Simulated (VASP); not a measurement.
Runs of VASP 6.6.1 on Mo. The structure is that of space group P6/mmm (No. 191), or close to it. The cells are those of the table. 

```csv
cell,gap on the mesh (eV),pressure (GPa)
"a = 2.717, b = 2.717, c = 2.538 Å, angles 90.0, 90.0, 120.0°, 1 atom",none,5.5
"a = 2.680, b = 2.680, c = 2.503 Å, angles 90.0, 90.0, 120.0°, 1 atom",none,(a)
"a = 2.789, b = 2.789, c = 2.605 Å, angles 90.0, 90.0, 120.0°, 1 atom",none,-10.4
"a = 2.772, b = 2.772, c = 2.589 Å, angles 90.0, 90.0, 120.0°, 1 atom",none,(b)
"a = 2.699, b = 2.699, c = 2.521 Å, angles 90.0, 90.0, 120.0°, 1 atom",none,10.6
```

Alike in all rows: task single point; level r2SCAN; potentials or basis VASP PAW PBE potentials, release 64 (Mo_sv); no spin polarisation; k mesh 12 × 12 × 11; cutoff (eV) 520; smearing fermi-dirac 0.1 eV.

Task: Estimate the missing entries.

Result: (a) 16.3; (b) -7.0.

Caveats: the PAW data sets were made with another functional, which shifts forces and pressure a little.

A k mesh can miss the band edges, and the runs leave out spin-orbit coupling on Mo.

A gap of «none» marks levels without a gap at the run's occupations.
